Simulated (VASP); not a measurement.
# Ba: single point with PBEsol

Crystal: Ba.

```
Ba
1.0
     4.31161    0.00000    0.00000
    -2.15581    3.73397    0.00000
     0.00000    0.00000    3.91341
Ba
1
Direct
  0.00000 0.00000 0.00000
```

This isn't the form of Ba at room conditions, which is bcc.

```json
{"Program": "VASP 6.6.1", "Task": "single point", "Functional": "PBEsol", "Potentials or basis": "VASP PAW PBE potentials, release 64 (Ba_sv)", "Cutoff": "520 eV", "k mesh": "8 × 8 × 8", "Occupations": "fermi-dirac, width 0.05 eV", "Spin": "no spin polarisation"}
```

The pressure is -0.6 GPa. The band gap on the k mesh is zero (bands 5 and 6 overlap by 0.23 eV).

Stress tensor (GPa, compression positive):
```
-0.87  0.00  0.00
 0.00 -0.87  0.00
 0.00  0.00 -0.18
```

Levels at points of the mesh, in eV from the Fermi level:
```tsv
k point	band 2	band 3	band 4	band 5	band 6	band 7	band 8	band 9
(0.00, 0.00, 0.00)	-14.03	-14.03	-13.92	-2.76	0.04	1.64	1.64	4.83
(0.50, 0.00, 0.00)	-14.52	-14.14	-13.87	-1.00	0.34	0.95	2.91	4.41
(0.00, 0.00, 0.50)	-14.68	-13.95	-13.95	-0.87	0.69	2.23	2.23	2.54
(0.50, 0.00, 0.50)	-14.59	-14.41	-14.06	-0.86	0.19	1.77	3.35	3.59
```

It took 38 s on 1 thread of AMD EPYC 7R43 64-Core Processor (Zen 3) (shared host), peak memory 0.16 GiB.

Caveat: the PAW data sets were made with another functional, which shifts forces and pressure a little; spin-orbit coupling is left out, which moves the levels of the heavy elements.
